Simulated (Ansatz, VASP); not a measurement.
# One calculation of CuO, two programs

```xyz
4
Lattice="1.9910 -2.1536 0.0000 1.9910 2.1536 0.0000 0.0000 0.0000 5.1559" Properties=species:S:1:pos:R:3 pbc="T T T"
Cu    0.9955    1.0768    0.0000
Cu    0.9955   -1.0768    2.5780
O     1.9910    0.0000    1.2890
O     1.9910    0.0000    3.8669
```

Alike in both runs: task single point; functional r2SCAN; k mesh 4 × 4 × 4; occupations gaussian, width 0.1 eV; collinear spin.

|  | VASP | Ansatz |
| --- | --- | --- |
| version | VASP 6.6.1 | Ansatz 0.2.0 |
| potentials or method | VASP PAW PBE potentials, release 64 (Cu, O), cutoff 520 eV | scalar-relativistic, plane waves, PAW |
| valence electrons in the cell | 34 | 50 |

Ansatz gave:

```
gap on the k mesh at the Fermi level (eV)                     : none
pressure (GPa)                                                : -5.0
traceless stress, the component that is largest in VASP (GPa) : 0.95
net moment per atom (μB)                                      : 0.00
```

Problem. Estimate VASP's values.

Solution. gap on the k mesh at the Fermi level (eV): none; pressure (GPa): -4.1; traceless stress, the component that is largest in VASP (GPa): 0.78; net moment per atom (μB): 0.00.

VASP's potentials were made for PBE, not for r2SCAN. A gap of «none» marks a metal or a gap that the smearing closes. With one functional, cell and mesh, what is left measures potentials, basis and numerics. VASP's potentials hold 34 valence electrons a cell and Ansatz's 50, so a difference there can come from the potentials and not from the codes. Ansatz's warnings: seeded moment not kept, stability check not made.

The k mesh is coarse, so the values compare programs but aren't converged.
